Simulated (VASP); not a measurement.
# Co (Pm-3m) in VASP: a series of runs

Runs on Co. Level: PBE. Tasks: single point.

Everything below comes from runs of VASP 6.6.1. Logs are shortened: lines on timing, memory, paths and dates and some standing lists are left out, and cuts for length are marked.

## 1. The cell of the first run

Symmetry: Pm-3m, No. 221, cubic system. The conventional cell has a = 2.315 Å, b = 2.315 Å, c = 2.315 Å, α = 90.00°, β = 90.00°, γ = 90.00°. Within 3.1 Å of Co (site symmetry m-3m) lie 6 Co at 2.31 Å.

## 2. Single point, PBE (volume scaled by 1.04)

INCAR reads:

```
SYSTEM = Co
ALGO     = Normal         ! electronic algorithm
EDIFF    = 1E-6           ! SCF threshold, eV
ENCUT    = 520            ! plane-wave cutoff, eV
GGA      = PE             ! functional
ISIF     = 2              ! what is computed and relaxed
ISMEAR   = -1             ! smearing method
LASPH    = .True.         ! aspherical terms in the spheres
LCHARG   = .False.        ! write CHGCAR
LREAL    = .False.        ! projectors in reciprocal space
LWAVE    = .False.        ! write WAVECAR
NBANDS   = 10             ! bands
NELM     = 80             ! most SCF steps
PREC     = Accurate       ! precision mode
SIGMA    = 0.1            ! smearing width, eV
```

KPOINTS reads:

```
k-points
0
Gamma
  15 15 15
  0 0 0
```

POSCAR reads:

```
Co
1.0
    2.3149388632      0.0000000000      0.0000000000
    0.0000000000      2.3149388632      0.0000000000
    0.0000000000      0.0000000000      2.3149388632
Co
1
Direct
    0.0000000000      0.0000000000      0.0000000000
```

Potentials or basis: VASP PAW PBE potentials, release 64 (Co).

Command:

```
cat potpaw_PBE.64/Co/POTCAR > POTCAR
mpirun -np 1 vasp_std > vasp.out
```

OUTCAR:

```text
SYSTEM = Co
   EDIFF = 1E-6
   ENCUT = 520
   GGA = PE
   ISIF = 2
   ISMEAR = -1
   LASPH = .True.
   LREAL = .False.
   NELM = 80
   PREC = Accurate

 ion  position               nearest neighbor table
   1  0.000  0.000  0.000-

  LATTYP: Found a simple cubic cell.
 ALAT       =     2.3149388632

  Lattice vectors:

 A1 = (   2.3149388632,   0.0000000000,   0.0000000000)
 A2 = (   0.0000000000,   2.3149388632,   0.0000000000)
 A3 = (   0.0000000000,   0.0000000000,   2.3149388632)

Analysis of symmetry for initial positions (statically):
=====================================================================
 Subroutine PRICEL returns:
 Original cell was already a primitive cell.

 Routine SETGRP: Setting up the symmetry group for a
 simple cubic supercell.

 Subroutine GETGRP returns: Found 48 space group operations
 (whereof 48 operations were pure point group operations)
 out of a pool of 48 trial point group operations.

The static configuration has the point symmetry O_h .

Analysis of symmetry for dynamics (positions and initial velocities):
=====================================================================
 Subroutine PRICEL returns:
 Original cell was already a primitive cell.

 Routine SETGRP: Setting up the symmetry group for a
 simple cubic supercell.

 Subroutine GETGRP returns: Found 48 space group operations
 (whereof 48 operations were pure point group operations)
 out of a pool of 48 trial point group operations.

The dynamic configuration has the point symmetry O_h .

 Subroutine INISYM returns: Found 48 space group operations
 (whereof 48 operations are pure point group operations),
 and found     1 'primitive' translations

----------------------------------------------------------------------------------------

                                     Primitive cell

  volume of cell :      12.4056

  direct lattice vectors                    reciprocal lattice vectors
     2.314938863  0.000000000  0.000000000     0.431976851  0.000000000  0.000000000
     0.000000000  2.314938863  0.000000000     0.000000000  0.431976851  0.000000000
     0.000000000  0.000000000  2.314938863     0.000000000  0.000000000  0.431976851

  length of vectors
     2.314938863  2.314938863  2.314938863     0.431976851  0.431976851  0.431976851

  position of ions in fractional coordinates (direct lattice)
     0.000000000  0.000000000  0.000000000

  ion indices of the primitive-cell ions
   primitive index   ion index
                 1           1

----------------------------------------------------------------------------------------

 KPOINTS: k-points

Automatic generation of k-mesh.
 Grid dimensions read from file:
 generate k-points for:   15   15   15

 Generating k-lattice:

  Cartesian coordinates                     Fractional coordinates (reciprocal lattice)
     0.028798457  0.000000000  0.000000000     0.066666667  0.000000000  0.000000000
     0.000000000  0.028798457  0.000000000     0.000000000  0.066666667  0.000000000
     0.000000000  0.000000000  0.028798457     0.000000000  0.000000000  0.066666667

  Length of vectors
     0.028798457  0.028798457  0.028798457

  Shift w.r.t. Gamma in fractional coordinates (k-lattice)
     0.000000000  0.000000000  0.000000000

 Subroutine IBZKPT returns following result:
 ===========================================

 Found    120 irreducible k-points:

 Following reciprocal coordinates:
            Coordinates               Weight
  0.000000  0.000000  0.000000      1.000000
  0.066667  0.000000  0.000000      6.000000
  0.133333  0.000000  0.000000      6.000000
  0.200000  0.000000  0.000000      6.000000
  0.266667  0.000000  0.000000      6.000000
  0.333333  0.000000  0.000000      6.000000
[... 16 lines left out ...]
  0.266667  0.200000  0.000000     24.000000
  0.333333  0.200000  0.000000     24.000000
 [... further k-points ...]
   k-points           NKPTS =    120   k-points in BZ     NKDIM =    120   number of bands    NBANDS=     10
   number of dos      NEDOS =    301   number of ions     NIONS =      1
   total plane-waves  NPLWV =   5832
   dimension x,y,z NGX =    18 NGY =   18 NGZ =   18
   dimension x,y,z NGXF=    36 NGYF=   36 NGZF=   36
   ions per type =               1
   NGX,Y,Z   is equivalent  to a cutoff of  12.93, 12.93, 12.93 a.u.
   NGXF,Y,Z  is equivalent  to a cutoff of  25.85, 25.85, 25.85 a.u.
 SYSTEM =  Co
   PREC   = accura    normal or accurate (medium, high low for compatibility)
   ISTART =      0    job   : 0-new  1-cont  2-samecut
   ICHARG =      2    charge: 1-file 2-atom 10-const
   ISPIN  =      1    spin polarized calculation?
   LNONCOLLINEAR =      F non collinear calculations
   LSORBIT =      F    spin-orbit coupling
   LASPH  =      T    aspherical Exc in radial PAW
   ENCUT  =  520.0 eV  38.22 Ry    6.18 a.u.   4.30  4.30  4.30*2*pi/ulx,y,z
   NELM   =     80;   NELMIN=  2; NELMDL= -5     # of ELM steps
   EDIFF  = 0.1E-05   stopping-criterion for ELM
   LREAL  =      F    real-space projection
[... 7 lines left out ...]
   TEBEG  =    0.0;   TEEND  =   0.0 temperature during run
   PSTRESS=    0.0 pullay stress
   NELECT =       9.0000    total number of electrons
   NUPDOWN=      -1.0000    fix difference up-down
   EMIN   =  10.00;   EMAX   =-10.00  energy-range for DOS
   EFERMI =   0.00;   METHOD = LEGACY
   ISMEAR =    -1;   SIGMA  =   0.10  broadening in eV -4-tet -1-fermi 0-gaus
   EFERMI_NEDOS =   21; number of points for ismear=-14 and -15
   IALGO  =     38    algorithm
   IMIX   =      4    mixing-type and parameters
     AMIX     =   0.40;   BMIX     =  1.00
     AMIX_MAG =   1.60;   BMIX_MAG =  1.00
  volume/ion in A,a.u.               =      12.41        83.72
  Fermi-wavevector in a.u.,A,eV,Ry     =   1.471012  2.779809 29.441314  2.163876
  Thomas-Fermi vector in A             =   2.586199
   LORBIT       =      0    0 simple, 1 ext, 2 COOP (PROOUT), +10 PAW based schemes
   GGA     = PE    functional components
   LHFCALC =     F    Hartree Fock is set to
   AEXX    =    0.0000 exact exchange contribution
   IVDW    =     0    specifies the selected vdW correction
   LEPSILON=     F    determine dielectric tensor
   LRPA    =     F    only Hartree local field effects (RPA)
 non-spin polarized calculation
  energy-cutoff  :      520.00
  volume of cell :       12.41
 maximum number of plane-waves:       343
 NGX is ok and might be reduce to    18
   NGX =  9   NGY =  9   NGZ =  9

 number of electron       9.0000011 magnetization

 Free energy of the ion-electron system (eV)
  ---------------------------------------------------
  ext. energy  EPLUGINS =         0.00000000
  ---------------------------------------------------
  free energy    TOTEN  =        -6.04092898 eV

  energy without entropy =       -5.94030931  energy(sigma->0) =       -5.99061915

 E-fermi :   8.3989     XC(G=0): -12.5392

 val. band max:        8.3973203267   @ k =   0.2667   0.2000   0.1333
 cond. band min:       8.3992315617   @ k =   0.2000   0.0667   0.0000
 fundamental gap:      0.0019112350
 Fermi energy:         8.3988872723

 k-point     1 :       0.0000    0.0000    0.0000
  band No.  band energies     occupation
      1       0.4485      2.00000
      2       5.0175      2.00000
      3       5.0175      2.00000
      4       8.8492      0.02191
      5       8.8492      0.02191
      6       8.8492      0.02191
      7      28.1867      0.00000
      8      28.1867      0.00000
      9      28.1867      0.00000
     10      32.1211      0.00000

 k-point     2 :       0.0667    0.0000    0.0000
  band No.  band energies     occupation
      1       0.5834      2.00000
      2       5.0386      2.00000
      3       5.0852      2.00000
      4       8.7902      0.03919
      5       8.7902      0.03919
      6       8.8539      0.02092
      7      26.5145      0.00000
      8      28.3741      0.00000
      9      28.3741      0.00000
     10      32.1287      0.00000

 k-point     3 :       0.1333    0.0000    0.0000
  band No.  band energies     occupation
      1       0.9793      2.00000
      2       5.0986      2.00000
      3       5.2818      2.00000
      4       8.6265      0.18631
      5       8.6265      0.18631
      6       8.8671      0.01834
      7      23.7688      0.00000
      8      28.9237      0.00000
      9      28.9237      0.00000
     10      32.1516      0.00000

 k-point     4 :       0.2000    0.0000    0.0000
  band No.  band energies     occupation
      1       1.6092      2.00000
      2       5.1882      2.00000
      3       5.5889      2.00000
      4       8.3932      1.02855
      5       8.3932      1.02855
      6       8.8867      0.01511
      7      21.0205      0.00000
      8      29.8017      0.00000
      9      29.8017      0.00000
     10      32.1889      0.00000
[... 222 lines left out ...]
 k-point    22 :       0.2000    0.2000    0.0000
  band No.  band energies     occupation
      1       2.6794      2.00000
      2       5.5209      2.00000
      3       6.0242      2.00000
      4       7.9753      1.97148
      5       8.3992      0.99821
      6       8.5039      0.51849
      7      21.3514      0.00000
      8      23.0994      0.00000
      9      31.3580      0.00000
     10      33.6776      0.00000

 k-point    23 :       0.2667    0.2000    0.0000
  band No.  band energies     occupation
      1       3.3852      2.00000
      2       5.6323      2.00000
      3       6.3686      2.00000
      4       7.8822      1.98866
      5       8.1948      1.77005
      6       8.4962      0.54837
      7      19.2940      0.00000
      8      23.4121      0.00000
      9      32.4814      0.00000
     10      33.9173      0.00000

 k-point    24 :       0.3333    0.2000    0.0000
  band No.  band energies     occupation
      1       4.1202      2.00000
      2       5.7058      2.00000
      3       6.5532      2.00000
      4       7.9729      1.97214
      5       8.1809      1.79687
      6       8.5237      0.44614
      7      16.9847      0.00000
      8      24.3915      0.00000
      9      32.8849      0.00000
     10      33.8408      0.00000

 [... further k-points ...]
[... 5 lines left out ...]
  --------------------------------------------------------------------------------------
  -------------------------------------------------------------------------------------
  Total       -0.5422526     -0.5422526     -0.5422526      0.0000000      0.0000000      0.0000000
  in kB      -70.0315374    -70.0315374    -70.0315374      0.0000000      0.0000000      0.0000000
  external PRESSURE =     -70.0315374 kB  Pullay stress =       0.0000000 kB

 VOLUME and BASIS-vectors are now :
 -----------------------------------------------------------------------------
  energy-cutoff  :      520.00
  volume of cell :       12.41
      direct lattice vectors                 reciprocal lattice vectors
     2.314938863  0.000000000  0.000000000     0.431976851  0.000000000  0.000000000
     0.000000000  2.314938863  0.000000000     0.000000000  0.431976851  0.000000000
     0.000000000  0.000000000  2.314938863     0.000000000  0.000000000  0.431976851

 POSITION                                       TOTAL-FORCE (eV/Angst)
 -----------------------------------------------------------------------------------
      0.00000      0.00000      0.00000         0.000000      0.000000      0.000000
 -----------------------------------------------------------------------------------
    total drift:                               -0.000000      0.000000      0.000000

  FREE ENERGIE OF THE ION-ELECTRON SYSTEM (eV)
  ---------------------------------------------------
  free  energy   TOTEN  =        -6.0409289835 eV

  energy  without entropy=       -5.9403093125  energy(sigma->0) =       -5.99061915
```

Run time: 19 s. Hardware: 1 thread of Intel Xeon 8259CL, shared host; peak memory 0.13 GiB.

What came out:

| Property | Result |
| --- | --- |
| Free energy | -6.0409 eV |
| Pressure | -7.0 GPa |

Caveat: the run has no spin polarisation, though such a crystal can be magnetic. Spin polarisation is off, so any magnetic state and its effect on volume and gap are missing.

(Part 1 of 2 ends here.)
